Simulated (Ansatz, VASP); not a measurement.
**Cu: VASP beside Ansatz**

The input INCAR:

```
SYSTEM = Cu
PREC = Accurate ; ENCUT = 600
EDIFF = 1E-6 ; ISMEAR = -1
SIGMA = 0.1 ; LREAL = .FALSE.
LASPH = .TRUE. ; NELM = 120
ALGO = Normal ; ISIF = 2
LWAVE = .FALSE. ; LCHARG = .TRUE.
GGA = CA ; LELF = .TRUE.
LVHAR = .TRUE. ; NBANDS = 30
GGA_COMPAT = .FALSE.
```

Contents of KPOINTS:

```
regular mesh
0
G
  7 7 2
  0 0 0
```

POSCAR

```
Cu
1.0
    2.5307600000      0.0000000000      0.0000000000
   -1.2653800000      2.1917100000      0.0000000000
    0.0000000000      0.0000000000      8.2618200000
Cu
4
Direct
    0.9925800000      0.9985900000      0.9998000000
    0.3224194471      0.6569400000      0.2506100000
    0.0082400000      0.0061200000      0.5010500000
    0.6724400000      0.3369600000      0.7519600000
```

Input for Ansatz:

```yaml
crystal:
  lattice:
    - [2.53076, 0.0, 0.0]
    - [-1.26538, 2.19171, 0.0]
    - [0.0, 0.0, 8.26182]
  atoms:
    - { symbol: Cu, position: [0.99258, 0.99859, 0.9998] }
    - { symbol: Cu, position: [0.3224194471226035, 0.65694, 0.25061] }
    - { symbol: Cu, position: [0.00824, 0.00612, 0.50105] }
    - { symbol: Cu, position: [0.67244, 0.33696, 0.75196] }
basis:
  ecutwfc: 540.0
  xc_grid: 2
kpoints:
  mp_grid:
    grid: [7, 7, 2]
hamiltonian:
  xc: lda
scf:
  convergence:
    dr2_threshold: 1.0e-09
  occupations:
    method: fermi_dirac
    width: 0.1
output:
  forces: true
  stress: true
```

Alike in both runs: task single point; functional LDA; k mesh 7 × 7 × 2; occupations fermi-dirac, width 0.1 eV; no spin polarisation.

|  | VASP | Ansatz |
| --- | --- | --- |
| version | VASP 6.6.1 | Ansatz 0.2.0 |
| potentials or method | VASP PAW LDA potentials, release 64 (Cu), cutoff 600 eV | plane waves, PAW |
| valence electrons in the cell | 44 | 76 |

```tsv
	VASP	Ansatz	Ansatz less VASP
pressure (GPa)	-7.7	-8.8	-1.08
traceless stress, the component that is largest in VASP (GPa)	-0.28	-0.27	+0.005
rms of the force components (eV/Å)	0.042	0.042	-0.0001
```

LDA's correlation is that of Perdew and Zunger in VASP and of Perdew and Wang (1992) in Ansatz. Atom by atom the forces differ by 0.000 eV/Å (rms over components). VASP's potentials hold 44 valence electrons a cell and Ansatz's 76, so a difference there can come from the potentials and not from the codes. Ansatz's warnings: stress scf threshold loose.

The k mesh is coarse, so the values compare programs but aren't converged.
